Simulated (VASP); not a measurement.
# Zr5AlN6 (P4/mmm) in VASP: single point with PBE

Aim: the single point of Zr5AlN6 with PBE.

Program: VASP 6.6.1. These are calculated values, not measurements. Logs are shortened: lines on timing, memory, paths and dates and some standing lists are left out, and cuts for length are marked.

### Step 1. The cell of the first run

Symmetry: P4/mmm, No. 123, tetragonal system. The conventional cell has a = 3.217 Å, b = 3.217 Å, c = 13.537 Å, α = 90.00°, β = 90.00°, γ = 90.00°. Zr (site symmetry 4mm) has 6 N at 2.21 to 2.29 Å within 2.9 Å. Zr (site symmetry 4mm) has 6 N at 2.28 to 2.44 Å within 3.0 Å. Within 3.0 Å of Zr (site symmetry 4/mmm) lie 6 N at 2.27 Å. Within 2.7 Å of Al (site symmetry 4/mmm) lie 6 N at 2.02 to 2.27 Å. Within 3.0 Å of N (site symmetry 4mm) lie 6 Zr at 2.27 to 2.29 Å. Within 3.0 Å of N (site symmetry 4/mmm) lie 6 Zr at 2.27 to 2.31 Å. Within 2.7 Å of N (site symmetry 4mm) lie 1 Al at 2.02 Å and 5 Zr at 2.28 to 2.44 Å. Within 2.9 Å of N (site symmetry 4/mmm) lie 2 Zr at 2.21 Å and 4 Al at 2.27 Å.

### Step 2. Single point, PBE, collinear spin

File INCAR:

```
SYSTEM = Zr5AlN6
PREC = Accurate ; ENCUT = 520
EDIFF = 1E-6 ; ISMEAR = 0
SIGMA = 0.1 ; LREAL = .False.
LASPH = .True. ; NELM = 150
ALGO = Normal ; ISIF = 2
LWAVE = .False. ; LCHARG = .False.
ISPIN = 2 ; MAGMOM = 1 1 1 1 1 0 0 0 0 0 0 0
LORBIT = 11 ; LMAXMIX = 4
GGA = PE ; NBANDS = 62
```

File KPOINTS:

```
regular mesh
0
Gamma
  6 6 2
  0 0 0
```

File POSCAR:

```
Zr5AlN6
1.0
    3.2173074966      0.0000000000      0.0000000000
    0.0000000000      3.2173074966      0.0000000000
    0.0000000000      0.0000000000     13.5366801516
Zr Al N
5 1 6
Direct
    0.0000000000      0.0000000000      0.6630708425
    0.5000000000      0.5000000000      0.8293662952
    0.0000000000      0.0000000000      0.0000000000
    0.5000000000      0.5000000000      0.1706337048
    0.0000000000      0.0000000000      0.3369291575
    0.5000000000      0.5000000000      0.5000000000
    0.0000000000      0.0000000000      0.8321861208
    0.5000000000      0.5000000000      0.0000000000
    0.0000000000      0.0000000000      0.1678138792
    0.5000000000      0.5000000000      0.3510106917
    0.0000000000      0.0000000000      0.5000000000
    0.5000000000      0.5000000000      0.6489893083
```

Potentials or basis: VASP PAW PBE potentials, release 64 (Zr_sv, Al, N).

On the command line:

```sh
$ cat potpaw_PBE.64/Zr_sv/POTCAR potpaw_PBE.64/Al/POTCAR potpaw_PBE.64/N/POTCAR > POTCAR
$ mpirun -np 1 vasp_std > vasp.out
```

OUTCAR:

```text
SYSTEM = Zr5AlN6
   PREC = Accurate
   ENCUT = 520
   EDIFF = 1E-6
   ISMEAR = 0
   LREAL = .False.
   LASPH = .True.
   NELM = 150
   ISIF = 2
   ISPIN = 2
   LORBIT = 11
   GGA = PE

 ion  position               nearest neighbor table
   1  0.000  0.000  0.663-  11 2.21  12 2.28  12 2.28  12 2.28  12 2.28   7 2.29   6 3.17   6 3.17
                             6 3.17   6 3.17   2 3.20   2 3.20   2 3.20   2 3.20
   2  0.500  0.500  0.829-   7 2.28   7 2.28   7 2.28   7 2.28   8 2.31  12 2.44   1 3.20   1 3.20
                             1 3.20   1 3.20   3 3.24   3 3.24   3 3.24   3 3.24
   3  0.000  0.000  0.000-   7 2.27   9 2.27   8 2.27   8 2.27   8 2.27   8 2.27   4 3.24   4 3.24
                             2 3.24   4 3.24   2 3.24   2 3.24   4 3.24   2 3.24
   4  0.500  0.500  0.171-   9 2.28   9 2.28   9 2.28   9 2.28   8 2.31  10 2.44   5 3.20   5 3.20
                             5 3.20   5 3.20   3 3.24   3 3.24   3 3.24   3 3.24
   5  0.000  0.000  0.337-  11 2.21  10 2.28  10 2.28  10 2.28  10 2.28   9 2.29   6 3.17   6 3.17
                             6 3.17   6 3.17   4 3.20   4 3.20   4 3.20   4 3.20
   6  0.500  0.500  0.500-  10 2.02  12 2.02  11 2.27  11 2.27  11 2.27  11 2.27   5 3.17   5 3.17
                             1 3.17   5 3.17   1 3.17   1 3.17   5 3.17   1 3.17
   7  0.000  0.000  0.832-   3 2.27   2 2.28   2 2.28   2 2.28   2 2.28   1 2.29
   8  0.500  0.500  0.000-   3 2.27   3 2.27   3 2.27   3 2.27   4 2.31   2 2.31
   9  0.000  0.000  0.168-   3 2.27   4 2.28   4 2.28   4 2.28   4 2.28   5 2.29
  10  0.500  0.500  0.351-   6 2.02   5 2.28   5 2.28   5 2.28   5 2.28   4 2.44
  11  0.000  0.000  0.500-   1 2.21   5 2.21   6 2.27   6 2.27   6 2.27   6 2.27
  12  0.500  0.500  0.649-   6 2.02   1 2.28   1 2.28   1 2.28   1 2.28   2 2.44

  LATTYP: Found a simple tetragonal cell.
 ALAT       =     3.2173074966
 C/A-ratio  =     4.2074561309

  Lattice vectors:

 A1 = (   3.2173074966,   0.0000000000,   0.0000000000)
 A2 = (   0.0000000000,   3.2173074966,   0.0000000000)
 A3 = (   0.0000000000,   0.0000000000,  13.5366801516)

Analysis of symmetry for initial positions (statically):
=====================================================================
 Subroutine PRICEL returns:
 Original cell was already a primitive cell.

 Routine SETGRP: Setting up the symmetry group for a
 simple tetragonal supercell.

 Subroutine GETGRP returns: Found 16 space group operations
 (whereof 16 operations were pure point group operations)
 out of a pool of 16 trial point group operations.

The static configuration has the point symmetry D_4h.

Analysis of symmetry for dynamics (positions and initial velocities):
=====================================================================
 Subroutine PRICEL returns:
 Original cell was already a primitive cell.

 Routine SETGRP: Setting up the symmetry group for a
 simple tetragonal supercell.

 Subroutine GETGRP returns: Found 16 space group operations
 (whereof 16 operations were pure point group operations)
 out of a pool of 16 trial point group operations.

The dynamic configuration has the point symmetry D_4h.

Analysis of structural, dynamic, and magnetic symmetry:
=====================================================================
 Subroutine PRICEL returns:
 Original cell was already a primitive cell.

 Routine SETGRP: Setting up the symmetry group for a
 simple tetragonal supercell.

 Subroutine GETGRP returns: Found 16 space group operations
 (whereof 16 operations were pure point group operations)
 out of a pool of 16 trial point group operations.

The overall configuration has the point symmetry D_4h.

 Subroutine INISYM returns: Found 16 space group operations
 (whereof 16 operations are pure point group operations),
 and found     1 'primitive' translations

----------------------------------------------------------------------------------------

                                     Primitive cell

  volume of cell :     140.1191

  direct lattice vectors                    reciprocal lattice vectors
     3.217307497  0.000000000  0.000000000     0.310818907  0.000000000  0.000000000
     0.000000000  3.217307497  0.000000000     0.000000000  0.310818907  0.000000000
     0.000000000  0.000000000 13.536680152     0.000000000  0.000000000  0.073873357

  length of vectors
     3.217307497  3.217307497 13.536680152     0.310818907  0.310818907  0.073873357

  position of ions in fractional coordinates (direct lattice)
     0.000000000  0.000000000  0.663070842
     0.500000000  0.500000000  0.829366295
     0.000000000  0.000000000  0.000000000
     0.500000000  0.500000000  0.170633705
     0.000000000  0.000000000  0.336929158
     0.500000000  0.500000000  0.500000000
     0.000000000  0.000000000  0.832186121
     0.500000000  0.500000000  0.000000000
     0.000000000  0.000000000  0.167813879
     0.500000000  0.500000000  0.351010692
     0.000000000  0.000000000  0.500000000
     0.500000000  0.500000000  0.648989308

  ion indices of the primitive-cell ions
   primitive index   ion index
                 1           1
                 2           2
                 3           3
[... 57 lines left out ...]
  0.500000  0.500000  0.500000      1.000000
   k-points           NKPTS =     20   k-points in BZ     NKDIM =     20   number of bands    NBANDS=     62
   number of dos      NEDOS =    301   number of ions     NIONS =     12
   total plane-waves  NPLWV =  62208
   dimension x,y,z NGX =    24 NGY =   24 NGZ =  108
   dimension x,y,z NGXF=    48 NGYF=   48 NGZF=  216
   ions per type =               5   1   6
   NGX,Y,Z   is equivalent  to a cutoff of  12.40, 12.40, 13.26 a.u.
   NGXF,Y,Z  is equivalent  to a cutoff of  24.80, 24.80, 26.53 a.u.
 SYSTEM =  Zr5AlN6
   PREC   = accura    normal or accurate (medium, high low for compatibility)
   ISTART =      0    job   : 0-new  1-cont  2-samecut
   ICHARG =      2    charge: 1-file 2-atom 10-const
   ISPIN  =      2    spin polarized calculation?
   LNONCOLLINEAR =      F non collinear calculations
   LSORBIT =      F    spin-orbit coupling
   LASPH  =      T    aspherical Exc in radial PAW
   ENCUT  =  520.0 eV  38.22 Ry    6.18 a.u.   5.98  5.98 25.17*2*pi/ulx,y,z
   NELM   =    150;   NELMIN=  2; NELMDL= -5     # of ELM steps
   EDIFF  = 0.1E-05   stopping-criterion for ELM
   LREAL  =      F    real-space projection
   EDIFFG = 0.1E-04   stopping-criterion for IOM
   NSW    =      0    number of steps for IOM
   IBRION =     -1    ionic relax: 0-MD 1-quasi-New 2-CG
   NFREE  =      0    steps in history (QN), initial steepest desc. (CG)
   ISIF   =      2    stress and relaxation
   ISYM   =      2    0-nonsym 1-usesym 2-fastsym
   POTIM  = 0.5000    time-step for ionic-motion
   TEBEG  =    0.0;   TEEND  =   0.0 temperature during run
   PSTRESS=    0.0 pullay stress
   NELECT =      93.0000    total number of electrons
   NUPDOWN=      -1.0000    fix difference up-down
   EMIN   =  10.00;   EMAX   =-10.00  energy-range for DOS
   EFERMI =   0.00;   METHOD = LEGACY
   ISMEAR =     0;   SIGMA  =   0.10  broadening in eV -4-tet -1-fermi 0-gaus
   EFERMI_NEDOS =   21; number of points for ismear=-14 and -15
   IALGO  =     38    algorithm
   IMIX   =      4    mixing-type and parameters
     AMIX     =   0.40;   BMIX     =  1.00
     AMIX_MAG =   1.60;   BMIX_MAG =  1.00
  volume/ion in A,a.u.               =      11.68        78.80
  Fermi-wavevector in a.u.,A,eV,Ry     =   1.428028  2.698582 27.745869  2.039264
  Thomas-Fermi vector in A             =   2.548134
   LORBIT       =     11    0 simple, 1 ext, 2 COOP (PROOUT), +10 PAW based schemes
   GGA     = PE    functional components
   LHFCALC =     F    Hartree Fock is set to
   AEXX    =    0.0000 exact exchange contribution
   IVDW    =     0    specifies the selected vdW correction
   LEPSILON=     F    determine dielectric tensor
   LRPA    =     F    only Hartree local field effects (RPA)
 spin polarized calculation
 Gauss-broadening in eV      SIGMA  =   0.10
  energy-cutoff  :      520.00
  volume of cell :      140.12
 maximum number of plane-waves:      3812
 NGX is ok and might be reduce to    24
   NGX = 11   NGY = 11   NGZ = 51

 number of electron      92.9999993 magnetization       0.0001519

 Free energy of the ion-electron system (eV)
  ---------------------------------------------------
  ext. energy  EPLUGINS =         0.00000000
  ---------------------------------------------------
  free energy    TOTEN  =      -115.26877943 eV

  energy without entropy =     -115.25219942  energy(sigma->0) =     -115.26048943

 E-fermi :  11.6529     XC(G=0): -12.3579

 val. band max:       11.5816007779   @ k =   0.5000   0.1667   0.5000
 cond. band min:      11.6815848015   @ k =   0.3333   0.3333   0.0000
 fundamental gap:      0.0999840236
 Fermi energy:        11.6529214853

 spin component 1

 k-point     1 :       0.0000    0.0000    0.0000
  band No.  band energies     occupation
      1     -37.9286      1.00000
      2     -37.8413      1.00000
      3     -37.8095      1.00000
      4     -37.7258      1.00000
      5     -37.7167      1.00000
      6     -16.4388      1.00000
[... 1209 lines left out ...]
     57      15.9629      0.00000
     58      16.0838      0.00000
 Fermi energy:        11.6529214853

 spin component 2

 k-point     1 :       0.0000    0.0000    0.0000
  band No.  band energies     occupation
      1     -37.9286      1.00000
      2     -37.8414      1.00000
      3     -37.8096      1.00000
      4     -37.7258      1.00000
      5     -37.7167      1.00000
      6     -16.4388      1.00000
[... 1209 lines left out ...]
     57      15.9629      0.00000
     58      16.0838      0.00000
 [bands above 58 left out]

------------------------ aborting loop because EDIFF is reached ----------------------------------------

  FORCE on cell =-STRESS in cart. coord.  units (eV):
  Direction    XX          YY          ZZ          XY          YZ          ZX
  --------------------------------------------------------------------------------------
  -------------------------------------------------------------------------------------
  Total        0.1751394      0.1751394      0.1767108      0.0000000     -0.0000000     -0.0000000
  in kB        2.0026140      2.0026140      2.0205810      0.0000000     -0.0000000     -0.0000000
  external PRESSURE =       2.0086030 kB  Pullay stress =       0.0000000 kB

 VOLUME and BASIS-vectors are now :
 -----------------------------------------------------------------------------
  energy-cutoff  :      520.00
  volume of cell :      140.12
      direct lattice vectors                 reciprocal lattice vectors
     3.217307497  0.000000000  0.000000000     0.310818907  0.000000000  0.000000000
     0.000000000  3.217307497  0.000000000     0.000000000  0.310818907  0.000000000
     0.000000000  0.000000000 13.536680152     0.000000000  0.000000000  0.073873357

 POSITION                                       TOTAL-FORCE (eV/Angst)
 -----------------------------------------------------------------------------------
      0.00000      0.00000      8.97578         0.000000     -0.000000     -0.004256
      1.60865      1.60865     11.22687         0.000000      0.000000     -0.011822
      0.00000      0.00000      0.00000         0.000000      0.000000      0.000000
      1.60865      1.60865      2.30981         0.000000     -0.000000      0.011822
      0.00000      0.00000      4.56090        -0.000000      0.000000      0.004256
      1.60865      1.60865      6.76834         0.000000      0.000000      0.000000
      0.00000      0.00000     11.26504         0.000000      0.000000      0.005500
      1.60865      1.60865      0.00000         0.000000      0.000000      0.000000
      0.00000      0.00000      2.27164        -0.000000     -0.000000     -0.005500
      1.60865      1.60865      4.75152         0.000000      0.000000      0.007039
      0.00000      0.00000      6.76834         0.000000      0.000000      0.000000
      1.60865      1.60865      8.78516         0.000000     -0.000000     -0.007039
 -----------------------------------------------------------------------------------
    total drift:                                0.000000     -0.000000      0.000000

  FREE ENERGIE OF THE ION-ELECTRON SYSTEM (eV)
  ---------------------------------------------------
  free  energy   TOTEN  =      -115.2687794340 eV

  energy  without entropy=     -115.2521994223  energy(sigma->0) =     -115.26048943

 total charge

# of ion       s       p       d       tot
------------------------------------------
    1        2.172   6.042   1.653   9.867
    2        2.158   6.026   1.700   9.885
    3        2.165   6.039   1.665   9.869
    4        2.158   6.026   1.700   9.885
    5        2.172   6.042   1.653   9.867
    6        0.309   0.315   0.000   0.623
    7        1.244   2.485   0.000   3.729
    8        1.241   2.487   0.000   3.728
    9        1.244   2.485   0.000   3.729
   10        1.238   2.495   0.000   3.733
   11        1.231   2.465   0.000   3.696
   12        1.238   2.495   0.000   3.733
--------------------------------------------------
tot         18.571  45.400   8.373  72.343

 magnetization (x)

# of ion       s       p       d       tot
------------------------------------------
    1        0.000   0.000  -0.000   0.000
    2        0.000   0.000   0.000   0.000
    3        0.000  -0.000   0.000   0.000
    4        0.000   0.000   0.000   0.000
    5        0.000   0.000  -0.000   0.000
    6        0.000  -0.000   0.000  -0.000
    7        0.000  -0.000   0.000  -0.000
    8        0.000  -0.000   0.000  -0.000
    9        0.000  -0.000   0.000  -0.000
   10        0.000   0.000   0.000   0.000
   11        0.000   0.000   0.000   0.000
   12        0.000   0.000   0.000   0.000
--------------------------------------------------
tot          0.000  -0.000   0.000   0.000
```

It took 14 min on 1 thread of Intel Xeon 8259CL, shared host; peak memory 0.39 GiB.

What came out:

```yaml
Free_energy: -115.2688 eV
Pressure: 0.2 GPa
Largest_force: 0.012 eV/Å
Net_moment: 0.00 μB per cell
Valence_electrons_inside_the_program's_atomic_spheres: Zr 9.87, 9.88 (each value once); Al 0.62; N 3.73, 3.70 (each value once)
```

Forces in eV/Å, atoms in the order of the input:
```
Zr   0.000  0.000 -0.004
Zr   0.000  0.000 -0.012
Zr   0.000  0.000  0.000
Zr   0.000  0.000  0.012
Zr   0.000  0.000  0.004
Al   0.000  0.000  0.000
N    0.000  0.000  0.005
N    0.000  0.000  0.000
N    0.000  0.000 -0.005
N    0.000  0.000  0.007
N    0.000  0.000  0.000
N    0.000  0.000 -0.007
```
